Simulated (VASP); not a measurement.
# SnSe (Pnma) in VASP: notebook

Runs on SnSe. Level: r2SCAN. Tasks: single point.

All numbers are computed with VASP 6.6.1; they aren't measurements. Logs are shortened: lines on timing, memory, paths and dates and some standing lists are left out, and cuts for length are marked.

## Step 1: The cell of the first run

It takes space group Pnma (No. 62, orthorhombic). Conventional cell: a = 11.533 Å, b = 4.111 Å, c = 4.629 Å, α = 90.00°, β = 90.00°, γ = 90.00°. Within 3.6 Å of Sn (site symmetry m) lie 6 Se at 2.76 to 3.50 Å and 2 Sn at 3.59 Å. Se (site symmetry m) has 6 Sn at 2.76 to 3.50 Å within 3.6 Å.

## Step 2: Single point, r2SCAN (27.43 Å³/atom)

File POSCAR:

```
SnSe
1.0
   11.5327334417      0.0000000000      0.0000000000
    0.0000000000      4.1112945027      0.0000000000
    0.0000000000      0.0000000000      4.6286252535
Sn Se
4 4
Direct
    0.1177362452      0.2500000000      0.1210455012
    0.3822637548      0.7500000000      0.6210455012
    0.6177362452      0.2500000000      0.3789544988
    0.8822637548      0.7500000000      0.8789544988
    0.3531692127      0.2500000000      0.0132876021
    0.1468307873      0.7500000000      0.5132876021
    0.8531692127      0.2500000000      0.4867123979
    0.6468307873      0.7500000000      0.9867123979
```

File INCAR.step1:

```
PREC = Accurate
ENCUT = 520
ISMEAR = 0
SIGMA = 0.02
LREAL = False
LASPH = True
NELM = 100
NBANDS = 50
GGA = PE
ALGO = Normal
EDIFF = 1E-4
LWAVE = True
LCHARG = False
```

File INCAR.step2:

```
PREC = Accurate
ENCUT = 520
EDIFF = 1E-7
ISMEAR = 0
SIGMA = 0.02
LREAL = False
LASPH = True
NELM = 100
ALGO = Normal
ISIF = 2
LWAVE = False
LCHARG = True
METAGGA = R2SCAN
LMIXTAU = True
LELF = True
LVHAR = True
NBANDS = 50
ISTART = 1
```

File KPOINTS:

```
Automatic mesh
0
Gamma
  4 6 6
```

Potentials or basis: VASP PAW PBE potentials, release 64 (Sn_d, Se).

The run is started by

```
$ cat potpaw_PBE.64/Sn_d/POTCAR potpaw_PBE.64/Se/POTCAR > POTCAR
$ cp INCAR.step1 INCAR
$ mpirun -np 1 vasp_std > vasp.out
$ cp INCAR.step2 INCAR
$ mpirun -np 1 vasp_std > vasp.out
```

OUTCAR:

```text
PREC = Accurate
   ENCUT = 520
   EDIFF = 1E-7
   ISMEAR = 0
   LREAL = False
   LASPH = True
   NELM = 100
   ISIF = 2
   METAGGA = R2SCAN
   ISTART = 1

 ion  position               nearest neighbor table
   1  0.118  0.250  0.121-   5 2.76   6 2.76   6 2.76   4 3.59   4 3.59
   2  0.382  0.750  0.621-   6 2.76   5 2.76   5 2.76   3 3.59   3 3.59
   3  0.618  0.250  0.379-   7 2.76   8 2.76   8 2.76   2 3.59   2 3.59
   4  0.882  0.750  0.879-   8 2.76   7 2.76   7 2.76   1 3.59   1 3.59
   5  0.353  0.250  0.013-   1 2.76   2 2.76   2 2.76
   6  0.147  0.750  0.513-   2 2.76   1 2.76   1 2.76
   7  0.853  0.250  0.487-   3 2.76   4 2.76   4 2.76
   8  0.647  0.750  0.987-   4 2.76   3 2.76   3 2.76

  LATTYP: Found a simple orthorhombic cell.
 ALAT       =     4.1112945027
 B/A-ratio  =     1.1258315965
 C/A-ratio  =     2.8051343522

  Lattice vectors:

 A1 = (   0.0000000000,   4.1112945027,   0.0000000000)
 A2 = (   0.0000000000,   0.0000000000,   4.6286252535)
 A3 = (  11.5327334417,   0.0000000000,   0.0000000000)

Analysis of symmetry for initial positions (statically):
=====================================================================
 Subroutine PRICEL returns:
 Original cell was already a primitive cell.

 Routine SETGRP: Setting up the symmetry group for a
 simple orthorhombic supercell.

 Subroutine GETGRP returns: Found  8 space group operations
 (whereof  2 operations were pure point group operations)
 out of a pool of  8 trial point group operations.

The static configuration has the point symmetry S_2 .
 The point group associated with its full space group is D_2h.

Analysis of symmetry for dynamics (positions and initial velocities):
=====================================================================
 Subroutine PRICEL returns:
 Original cell was already a primitive cell.

 Routine SETGRP: Setting up the symmetry group for a
 simple orthorhombic supercell.

 Subroutine GETGRP returns: Found  8 space group operations
 (whereof  2 operations were pure point group operations)
 out of a pool of  8 trial point group operations.

The dynamic configuration has the point symmetry S_2 .
 The point group associated with its full space group is D_2h.

 Subroutine INISYM returns: Found  8 space group operations
 (whereof  2 operations are pure point group operations),
 and found     1 'primitive' translations
[... 110 lines left out ...]
   NSW    =      0    number of steps for IOM
   IBRION =     -1    ionic relax: 0-MD 1-quasi-New 2-CG
   NFREE  =      0    steps in history (QN), initial steepest desc. (CG)
   ISIF   =      2    stress and relaxation
   ISYM   =      2    0-nonsym 1-usesym 2-fastsym
   POTIM  = 0.5000    time-step for ionic-motion
   TEBEG  =    0.0;   TEEND  =   0.0 temperature during run
   PSTRESS=    0.0 pullay stress
   NELECT =      80.0000    total number of electrons
   NUPDOWN=      -1.0000    fix difference up-down
   EMIN   =  10.00;   EMAX   =-10.00  energy-range for DOS
   EFERMI =   0.00;   METHOD = LEGACY
   ISMEAR =     0;   SIGMA  =   0.02  broadening in eV -4-tet -1-fermi 0-gaus
   EFERMI_NEDOS =   21; number of points for ismear=-14 and -15
   IALGO  =     38    algorithm
   IMIX   =      4    mixing-type and parameters
     AMIX     =   0.40;   BMIX     =  1.00
     AMIX_MAG =   1.60;   BMIX_MAG =  1.00
  volume/ion in A,a.u.               =      27.43       185.13
  Fermi-wavevector in a.u.,A,eV,Ry     =   1.169456  2.209951 18.607698  1.367627
  Thomas-Fermi vector in A             =   2.305928
   LORBIT       =      0    0 simple, 1 ext, 2 COOP (PROOUT), +10 PAW based schemes
   METAGGA = R2SCAN    functional components
   LHFCALC =     F    Hartree Fock is set to
   AEXX    =    0.0000 exact exchange contribution
   IVDW    =     0    specifies the selected vdW correction
   LEPSILON=     F    determine dielectric tensor
   LRPA    =     F    only Hartree local field effects (RPA)
 non-spin polarized calculation
 Gauss-broadening in eV      SIGMA  =   0.02
  energy-cutoff  :      520.00
  volume of cell :      219.46
 maximum number of plane-waves:      5981
 NGX is ok and might be reduce to    90
   NGX = 43   NGY = 15   NGZ = 17

 number of electron      80.0000002 magnetization

 Free energy of the ion-electron system (eV)
  ---------------------------------------------------
  ext. energy  EPLUGINS =         0.00000000
  ---------------------------------------------------
  free energy    TOTEN  =      -159.83376636 eV

  energy without entropy =     -159.83376636  energy(sigma->0) =     -159.83376636

 E-fermi :   5.0639     XC(G=0): -10.1051

 val. band max:        4.9577968960   @ k =   0.0000   0.0000   0.3333
 cond. band min:       5.8837083245   @ k =   0.0000   0.3333   0.0000
 fundamental gap:      0.9259114285
 Fermi energy:         5.0639183477

 k-point     1 :       0.0000    0.0000    0.0000
  band No.  band energies     occupation
      1     -16.9943      2.00000
      2     -16.9784      2.00000
      3     -16.9744      2.00000
      4     -16.9681      2.00000
      5     -16.9653      2.00000
      6     -16.9643      2.00000
[... 1261 lines left out ...]
     49       9.2761      0.00000
     50       9.2761      0.00000

 [... further k-points ...]

------------------------ aborting loop because EDIFF is reached ----------------------------------------

  FORCE on cell =-STRESS in cart. coord.  units (eV):
  Direction    XX          YY          ZZ          XY          YZ          ZX
  --------------------------------------------------------------------------------------
  -------------------------------------------------------------------------------------
  Total        1.0932434      1.1482439      1.0849893      0.0000000     -0.0000000      0.0000000
  in kB        7.9811338      8.3826604      7.9208750      0.0000000     -0.0000000      0.0000000
  external PRESSURE =       8.0948897 kB  Pullay stress =       0.0000000 kB

 VOLUME and BASIS-vectors are now :
 -----------------------------------------------------------------------------
  energy-cutoff  :      520.00
  volume of cell :      219.46
      direct lattice vectors                 reciprocal lattice vectors
    11.532733442  0.000000000  0.000000000     0.086709712  0.000000000  0.000000000
     0.000000000  4.111294503  0.000000000     0.000000000  0.243232393  0.000000000
     0.000000000  0.000000000  4.628625254     0.000000000  0.000000000  0.216046870

 POSITION                                       TOTAL-FORCE (eV/Angst)
 -----------------------------------------------------------------------------------
      1.35782      1.02782      0.56027        -0.009899     -0.000000     -0.020596
      4.40855      3.08347      2.87459         0.009899      0.000000     -0.020596
      7.12419      1.02782      1.75404        -0.009899     -0.000000      0.020596
     10.17491      3.08347      4.06835         0.009899     -0.000000      0.020596
      4.07301      1.02782      0.06150         0.000359      0.000000      0.019757
      1.69336      3.08347      2.37582        -0.000359     -0.000000      0.019757
      9.83937      1.02782      2.25281         0.000359      0.000000     -0.019757
      7.45973      3.08347      4.56712        -0.000359     -0.000000     -0.019757
 -----------------------------------------------------------------------------------
    total drift:                                0.000000      0.000000     -0.000000

  FREE ENERGIE OF THE ION-ELECTRON SYSTEM (eV)
  ---------------------------------------------------
  free  energy   TOTEN  =      -159.8337663649 eV

  energy  without entropy=     -159.8337663649  energy(sigma->0) =     -159.83376636
```

OUTCAR.step1:

```text
PREC = Accurate
   ENCUT = 520
   ISMEAR = 0
   LREAL = False
   LASPH = True
[... 1520 lines left out ...]
      4.07301      1.02782      0.06150         0.127944      0.000000      0.193784
      1.69336      3.08347      2.37582        -0.127944      0.000000      0.193784
      9.83937      1.02782      2.25281         0.127944      0.000000     -0.193784
      7.45973      3.08347      4.56712        -0.127944     -0.000000     -0.193784
 -----------------------------------------------------------------------------------
    total drift:                                0.000000      0.000000     -0.000000

  FREE ENERGIE OF THE ION-ELECTRON SYSTEM (eV)
  ---------------------------------------------------
  free  energy   TOTEN  =       -32.8255137633 eV

  energy  without entropy=      -32.8255137633  energy(sigma->0) =      -32.82551376
```

OSZICAR.step1:

```text
N       E                     dE             d eps       ncg     rms          rms(c)
DAV:   1     0.866404857952E+03    0.86640E+03   -0.36792E+04  5172   0.204E+03
DAV:   2     0.117473977132E+03   -0.74893E+03   -0.72456E+03  4824   0.588E+02
DAV:   3    -0.231318223956E+02   -0.14061E+03   -0.13392E+03  5672   0.202E+02
DAV:   4    -0.332289679512E+02   -0.10097E+02   -0.99089E+01  5744   0.543E+01
DAV:   5    -0.335510764589E+02   -0.32211E+00   -0.32128E+00  5646   0.104E+01    0.654E+00
DAV:   6    -0.328330126888E+02    0.71806E+00   -0.12203E+00  6648   0.564E+00    0.409E+00
DAV:   7    -0.328276864972E+02    0.53262E-02   -0.57698E-01  6210   0.262E+00    0.155E+00
DAV:   8    -0.328249018512E+02    0.27846E-02   -0.54837E-02  6272   0.152E+00    0.350E-01
DAV:   9    -0.328253082648E+02   -0.40641E-03   -0.78337E-03  5818   0.586E-01    0.111E-01
DAV:  10    -0.328254454016E+02   -0.13714E-03   -0.90589E-04  5046   0.145E-01    0.576E-02
DAV:  11    -0.328255137633E+02   -0.68362E-04   -0.21263E-04  3718   0.828E-02
   1 F= -.32825514E+02 E0= -.32825514E+02  d E =-.100959E-23
```

Run time: 52 min. Hardware: 1 thread of Oxide Virtual Turin-like, shared host; peak memory 0.58 GiB.

What came out:

- Free energy: -159.8338 eV
- Pressure: 0.8 GPa
- Largest force: 0.023 eV/Å
- Band gap on the k mesh: 0.93 eV (least direct gap 1.26 eV)

Forces in eV/Å, atoms in the order of the input:
```
Sn  -0.010  0.000 -0.021
Sn   0.010  0.000 -0.021
Sn  -0.010  0.000  0.021
Sn   0.010  0.000  0.021
Se   0.000  0.000  0.020
Se   0.000  0.000  0.020
Se   0.000  0.000 -0.020
Se   0.000  0.000 -0.020
```

Levels at points of the mesh, in eV from the valence-band top:
```tsv
k point	band 36	band 37	band 38	band 39	band 40	band 41	band 42	band 43	band 44	band 45
(0.00, 0.00, 0.00)	-1.97	-1.60	-0.93	-0.82	-0.32	1.13	2.96	3.06	3.16	3.34
(0.50, 0.00, 0.00)	-2.09	-1.85	-1.85	-0.52	-0.52	2.76	2.76	2.82	2.82	4.01
(0.00, 0.50, 0.00)	-1.91	-1.11	-1.11	-1.00	-1.00	1.44	1.44	1.56	1.56	2.21
(0.50, 0.50, 0.00)	-2.27	-1.23	-1.23	-1.23	-1.23	1.75	1.75	1.75	1.75	2.62
(0.00, 0.00, 0.50)	-1.47	-0.84	-0.84	-0.08	-0.08	1.59	1.59	2.13	2.13	2.33
(0.50, 0.00, 0.50)	-1.94	-0.57	-0.57	-0.10	-0.10	1.59	1.59	2.16	2.16	2.37
(0.00, 0.50, 0.50)	-3.14	-2.23	-2.23	-1.33	-1.33	2.93	2.93	3.22	3.22	4.95
(0.50, 0.50, 0.50)	-3.72	-1.47	-1.47	-1.47	-1.47	2.78	2.78	2.78	2.78	4.83
```

Caveat: the PAW data sets were made with another functional, which shifts forces and pressure a little; spin-orbit coupling is left out, which moves the levels of the heavy elements.

## Step 3: Single point, r2SCAN (26.58 Å³/atom)

This run uses another cell than the first one, of 26.58 Å³/atom.

File POSCAR:

```
SnSe
1.0
   11.4338699315      0.0000000000      0.0000000000
    0.0000000000      4.1054711882      0.0000000000
    0.0000000000      0.0000000000      4.5306730753
Sn Se
4 4
Direct
    0.1164946973      0.2500000000      0.1139235138
    0.3835053027      0.7500000000      0.6139235138
    0.6164946973      0.2500000000      0.3860764862
    0.8835053027      0.7500000000      0.8860764862
    0.3540010579      0.2500000000      0.0150101567
    0.1459989421      0.7500000000      0.5150101567
    0.8540010579      0.2500000000      0.4849898433
    0.6459989421      0.7500000000      0.9849898433
```

File INCAR.step1:

```
PREC = Accurate
ENCUT = 520
ISMEAR = 0
SIGMA = 0.02
LREAL = F
LASPH = T
NELM = 80
NBANDS = 50
GGA = PE
ALGO = Normal
EDIFF = 1E-4
LWAVE = T
LCHARG = F
```

File INCAR.step2:

```
PREC = Accurate
ENCUT = 520
EDIFF = 1E-6
ISMEAR = 0
SIGMA = 0.02
LREAL = F
LASPH = T
NELM = 80
ALGO = Normal
ISIF = 2
LWAVE = F
LCHARG = F
METAGGA = R2SCAN
LMIXTAU = T
NBANDS = 50
ISTART = 1
```

KPOINTS is that of step 2.

Potentials or basis: VASP PAW PBE potentials, release 64 (Sn_d, Se).

The run is started by

```
$ cat potpaw_PBE.64/Sn_d/POTCAR potpaw_PBE.64/Se/POTCAR > POTCAR
$ cp INCAR.step1 INCAR
$ mpirun -np 1 vasp_std > vasp.out
$ cp INCAR.step2 INCAR
$ mpirun -np 1 vasp_std > vasp.out
```

Run time: 45 min. Hardware: 1 thread of Oxide Virtual Turin-like, shared host; peak memory 0.57 GiB.

It converged, with:

* Free energy: -159.7813 eV
* Pressure: 1.8 GPa
* Largest force: 0.021 eV/Å
* Band gap on the k mesh: 0.85 eV (least direct gap 1.14 eV)

Forces on the atoms (eV/Å):
```
Sn  -0.011  0.000 -0.018
Sn   0.011  0.000 -0.018
Sn  -0.011  0.000  0.018
Sn   0.011  0.000  0.018
Se   0.005  0.000  0.015
Se  -0.005  0.000  0.015
Se   0.005  0.000 -0.015
Se  -0.005  0.000 -0.015
```

Levels at points of the mesh, in eV from the valence-band top:
```csv
k point,band 36,band 37,band 38,band 39,band 40,band 41,band 42,band 43,band 44,band 45
"(0.00, 0.00, 0.00)",-2.05,-1.70,-1.05,-0.85,-0.41,0.97,3.02,3.11,3.21,3.38
"(0.50, 0.00, 0.00)",-2.25,-1.97,-1.97,-0.58,-0.58,2.80,2.80,2.81,2.81,3.99
"(0.00, 0.50, 0.00)",-1.94,-1.06,-1.06,-1.05,-1.05,1.34,1.34,1.62,1.62,2.07
"(0.50, 0.50, 0.00)",-2.34,-1.22,-1.22,-1.22,-1.22,1.73,1.73,1.73,1.73,2.51
"(0.00, 0.00, 0.50)",-1.54,-0.86,-0.86,-0.09,-0.09,1.54,1.54,2.07,2.07,2.10
"(0.50, 0.00, 0.50)",-1.99,-0.58,-0.58,-0.10,-0.10,1.50,1.50,2.12,2.12,2.12
"(0.00, 0.50, 0.50)",-3.28,-2.38,-2.38,-1.46,-1.46,2.90,2.90,3.22,3.22,4.97
"(0.50, 0.50, 0.50)",-3.90,-1.58,-1.58,-1.58,-1.58,2.70,2.70,2.70,2.70,4.97
```

Caveat: the PAW data sets were made with another functional, which shifts forces and pressure a little; spin-orbit coupling is left out, which moves the levels of the heavy elements.
